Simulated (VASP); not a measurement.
# TiH2 (I4/mmm) in VASP: notebook, part 2 of 2

VASP 6.6.1. Earlier steps stand in the parts before.

### 3 Single point, r2SCAN

Input file POSCAR:

```
TiH2
1.0
   -1.5974601184      1.5974601184      2.0867574967
    1.5974601184     -1.5974601184      2.0867574967
    1.5974601184      1.5974601184     -2.0867574967
Ti H
1 2
Direct
    0.0000000000      0.0000000000      0.0000000000
    0.7500000000      0.2500000000      0.5000000000
    0.2500000000      0.7500000000      0.5000000000
```

Input file INCAR.step1:

```
PREC = Accurate
ENCUT = 520
ISMEAR = 0
SIGMA = 0.1
LREAL = F
LASPH = T
NELM = 100
NBANDS = 14
GGA = PE
ALGO = Normal
EDIFF = 1E-4
LWAVE = T
LCHARG = F
```

Input file INCAR.step2:

```
PREC = Accurate
ENCUT = 520
EDIFF = 1E-7
ISMEAR = 0
SIGMA = 0.1
LREAL = F
LASPH = T
NELM = 100
ALGO = Normal
ISIF = 2
LWAVE = F
LCHARG = F
METAGGA = R2SCAN
LMIXTAU = T
NBANDS = 14
ISTART = 1
```

Input file KPOINTS:

```
regular mesh
0
Gamma
  18 18 18
```

Potentials or basis: VASP PAW PBE potentials, release 64 (Ti_sv, H).

Started as:

```console
> cat potpaw_PBE.64/Ti_sv/POTCAR potpaw_PBE.64/H/POTCAR > POTCAR
> cp INCAR.step1 INCAR
> mpirun -np 1 vasp_std > vasp.out
> cp INCAR.step2 INCAR
> mpirun -np 1 vasp_std > vasp.out
```

OUTCAR:

```text
PREC = Accurate
   ENCUT = 520
   EDIFF = 1E-7
   ISMEAR = 0
   LREAL = F
   LASPH = T
   NELM = 100
   ISIF = 2
   METAGGA = R2SCAN
   ISTART = 1

 ion  position               nearest neighbor table
   1  0.000  0.000  0.000-
   2  0.750  0.250  0.500-
   3  0.250  0.750  0.500-

  LATTYP: Found a body centered tetragonal cell.
 ALAT       =     3.1949202368
 C/A-ratio  =     1.3062970854

  Lattice vectors:

 A1 = (  -1.5974601184,   1.5974601184,   2.0867574967)
 A2 = (   1.5974601184,  -1.5974601184,   2.0867574967)
 A3 = (   1.5974601184,   1.5974601184,  -2.0867574967)

Analysis of symmetry for initial positions (statically):
=====================================================================
 Subroutine PRICEL returns:
 Original cell was already a primitive cell.

 Routine SETGRP: Setting up the symmetry group for a
 body centered tetragonal supercell.

 Subroutine GETGRP returns: Found 16 space group operations
 (whereof 16 operations were pure point group operations)
 out of a pool of 16 trial point group operations.

The static configuration has the point symmetry D_4h.

Analysis of symmetry for dynamics (positions and initial velocities):
=====================================================================
 Subroutine PRICEL returns:
 Original cell was already a primitive cell.

 Routine SETGRP: Setting up the symmetry group for a
 body centered tetragonal supercell.

 Subroutine GETGRP returns: Found 16 space group operations
 (whereof 16 operations were pure point group operations)
 out of a pool of 16 trial point group operations.

The dynamic configuration has the point symmetry D_4h.

 Subroutine INISYM returns: Found 16 space group operations
 (whereof 16 operations are pure point group operations),
 and found     1 'primitive' translations

[... 116 lines left out ...]
     AMIX_MAG =   1.60;   BMIX_MAG =  1.00
  volume/ion in A,a.u.               =       7.10        47.91
  Fermi-wavevector in a.u.,A,eV,Ry     =   1.423378  2.689794 27.565460  2.026004
  Thomas-Fermi vector in A             =   2.543982
   LORBIT       =      0    0 simple, 1 ext, 2 COOP (PROOUT), +10 PAW based schemes
   METAGGA = R2SCAN    functional components
   LHFCALC =     F    Hartree Fock is set to
   AEXX    =    0.0000 exact exchange contribution
   IVDW    =     0    specifies the selected vdW correction
   LEPSILON=     F    determine dielectric tensor
   LRPA    =     F    only Hartree local field effects (RPA)
 non-spin polarized calculation
 Gauss-broadening in eV      SIGMA  =   0.10
  energy-cutoff  :      520.00
  volume of cell :       21.30
 maximum number of plane-waves:       588
   NGX = 11   NGY = 11   NGZ = 11

 number of electron      13.9999996 magnetization

 Free energy of the ion-electron system (eV)
  ---------------------------------------------------
  ext. energy  EPLUGINS =         0.00000000
  ---------------------------------------------------
  free energy    TOTEN  =       -21.49522723 eV

  energy without entropy =      -21.49085763  energy(sigma->0) =      -21.49304243

 E-fermi :   8.1008     XC(G=0): -12.4505

 val. band max:        8.0973665406   @ k =  -0.1667  -0.1667   0.1667
 cond. band min:       8.1098748976   @ k =  -0.1667   0.4444   0.1667
 fundamental gap:      0.0125083570
 Fermi energy:         8.1008030774

 k-point     1 :       0.0000    0.0000    0.0000
  band No.  band energies     occupation
      1     -51.6025      2.00000
      2     -26.6233      2.00000
      3     -26.6233      2.00000
      4     -26.6075      2.00000
      5      -3.2283      2.00000
      6       7.6807      2.00000
      7       7.6807      2.00000
      8       8.2109      0.11954
      9       8.3571      0.00029
     10       9.3249      0.00000
     11       9.9835      0.00000
     12      22.9938      0.00000
     13      24.3600      0.00000
     14      24.3600      0.00000
[... 377 lines left out ...]
      1     -51.5787      2.00000
      2     -26.7780      2.00000
      3     -26.6509      2.00000
      4     -26.6313      2.00000
      5      -2.1689      2.00000
      6       4.5038      2.00000
      7       7.9538      1.96238
      8       8.4128      0.00001
      9       9.1992      0.00000
     10       9.8787      0.00000
     11      12.2443      0.00000
     12      18.8108      0.00000
     13      22.2509      0.00000
     14      23.7693      0.00000

 [... further k-points ...]
[... 5 lines left out ...]
  --------------------------------------------------------------------------------------
  -------------------------------------------------------------------------------------
  Total        0.0685840      0.0685840      0.0526631      0.0000000     -0.0000000      0.0000000
  in kB        5.1587122      5.1587122      3.9611856      0.0000000     -0.0000000      0.0000000
  external PRESSURE =       4.7595366 kB  Pullay stress =       0.0000000 kB

 VOLUME and BASIS-vectors are now :
 -----------------------------------------------------------------------------
  energy-cutoff  :      520.00
  volume of cell :       21.30
      direct lattice vectors                 reciprocal lattice vectors
    -1.597460118  1.597460118  2.086757497     0.000000000  0.312996859  0.239606184
     1.597460118 -1.597460118  2.086757497     0.312996859  0.000000000  0.239606184
     1.597460118  1.597460118 -2.086757497     0.312996859  0.312996859  0.000000000

 POSITION                                       TOTAL-FORCE (eV/Angst)
 -----------------------------------------------------------------------------------
      0.00000      0.00000      0.00000        -0.000000      0.000000      0.000000
      0.00000      1.59746      1.04338        -0.000000      0.000000      0.000000
      1.59746      0.00000      1.04338         0.000000     -0.000000     -0.000000
 -----------------------------------------------------------------------------------
    total drift:                                0.000000      0.000000      0.000000

  FREE ENERGIE OF THE ION-ELECTRON SYSTEM (eV)
  ---------------------------------------------------
  free  energy   TOTEN  =       -21.4952272269 eV

  energy  without entropy=      -21.4908576298  energy(sigma->0) =      -21.49304243
```

It took 3 min on 1 thread of Intel Xeon 6975P-C (Granite Rapids), shared host; peak memory 0.26 GiB.

What came out:

```
Free energy            : -21.4952 eV
Pressure               : 0.5 GPa
Band gap on the k mesh : zero (band 7 reaches 8.43 eV, above the bottom of band 8 at 7.73 eV)
```

Levels at points of the mesh, in eV from the Fermi level:
```
           k point  band 3  band 4  band 5  band 6  band 7  band 8  band 9  band 10  band 11  band 12
(0.00, 0.00, 0.00)  -34.72  -34.71  -11.33   -0.42   -0.42    0.11    0.26     1.22     1.88    14.89
(0.50, 0.00, 0.00)  -34.80  -34.75   -7.90   -5.74   -0.51    0.23    2.32     2.52     5.09     6.98
(0.50, 0.50, 0.00)  -34.86  -34.82   -6.22   -6.17   -3.30    2.39    2.49     2.73     7.10     8.10
(0.50, 0.50, 0.50)  -34.90  -34.90   -6.93   -5.03   -3.13    2.45    2.55     2.55     7.25     7.25
```

Caveat: the PAW data sets were made with another functional, which shifts forces and pressure a little.

### 4 Single point, r2SCAN (volume scaled by 1.03, then relaxed in part)

Input file POSCAR:

```
TiH2
1.0
   -1.6105788384      1.6105788384      2.1144882640
    1.6105788384     -1.6105788384      2.1144882640
    1.6105788384      1.6105788384     -2.1144882640
Ti H
1 2
Direct
    0.0000000000      0.0000000000      0.0000000000
    0.7500000000      0.2500000000      0.5000000000
    0.2500000000      0.7500000000      0.5000000000
```

Input file INCAR.step1:

```
ALGO = Normal
EDIFF = 1E-4
ENCUT = 520
GGA = PE
ISMEAR = 0
LASPH = True
LCHARG = False
LREAL = False
LWAVE = True
NBANDS = 14
NELM = 100
PREC = Accurate
SIGMA = 0.1
```

Input file INCAR.step2:

```
ALGO = Normal
EDIFF = 1E-6
ENCUT = 520
ISIF = 2
ISMEAR = 0
ISTART = 1
LASPH = True
LCHARG = False
LMIXTAU = True
LREAL = False
LWAVE = False
METAGGA = R2SCAN
NBANDS = 14
NELM = 100
PREC = Accurate
SIGMA = 0.1
```

Input file KPOINTS:

```
k-points
0
Gamma
  18 18 18
```

Started as:

```console
> cat potpaw_PBE.64/Ti_sv/POTCAR potpaw_PBE.64/H/POTCAR > POTCAR
> cp INCAR.step1 INCAR
> mpirun -np 1 vasp_std > vasp.out
> cp INCAR.step2 INCAR
> mpirun -np 1 vasp_std > vasp.out
```

It took 2.6 min on 1 thread of Intel Xeon 6975P-C (Granite Rapids), shared host; peak memory 0.26 GiB.

The run converged. Its results:

| Item | Value |
| --- | --- |
| Free energy | -21.4897 eV |
| Pressure | -3.7 GPa |
| Band gap on the k mesh | zero (band 7 reaches 8.13 eV, above the bottom of band 8 at 7.45 eV) |

Stress tensor (GPa, compression positive):
```
-3.65  0.00  0.00
 0.00 -3.65  0.00
 0.00  0.00 -3.75
```

Levels at points of the mesh, in eV from the Fermi level:
```csv
k point,band 5,band 6,band 7,band 8,band 9,band 10
"(0.00, 0.00, 0.00)",-11.17,-0.40,-0.40,0.09,0.21,1.19
"(0.50, 0.00, 0.00)",-7.76,-5.71,-0.47,0.20,2.23,2.41
"(0.50, 0.50, 0.00)",-6.12,-6.10,-3.19,2.31,2.39,2.61
"(0.50, 0.50, 0.50)",-6.75,-5.08,-3.03,2.34,2.45,2.45
```

Caveat: the PAW data sets were made with another functional, which shifts forces and pressure a little.
